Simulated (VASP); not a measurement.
A run of VASP 6.6.1:

The input INCAR:

```
SYSTEM = In
PREC = Accurate
ENCUT = 520
EDIFF = 1E-6
ISMEAR = -1
SIGMA = 0.1
LREAL = .False.
LASPH = .True.
NELM = 60
ALGO = Normal
ISIF = 2
LWAVE = .False.
LCHARG = .True.
GGA = PE
LELF = .True.
LVHAR = .True.
NBANDS = 12
```

Contents of KPOINTS:

```
Automatic mesh
0
Gamma
  11 11 11
  0 0 0
```

File POSCAR:

```
In
1.0
    3.1712641235      0.0000000000      0.0000000000
    0.0000000000      3.1712641235      0.0000000000
    0.0000000000      0.0000000000      3.1712641235
In
1
Direct
    0.0000000000      0.0000000000      0.0000000000
```

Potentials or basis: VASP PAW PBE potentials, release 64 (In_d).

The run is started by

```sh
$ cat potpaw_PBE.64/In_d/POTCAR > POTCAR
$ mpirun -np 1 vasp_std > vasp.out
```

Hardware: 1 thread of Intel(R) Xeon(R) Platinum 8559C (Emerald Rapids), with other jobs on the host.

Problem. Estimate the wall time of this run.

Solution. Wall time 7.8 s on 1 thread of Intel(R) Xeon(R) Platinum 8559C (Emerald Rapids) (shared host), peak memory 0.14 GiB. Counts: scf iterations 11, k points 56.
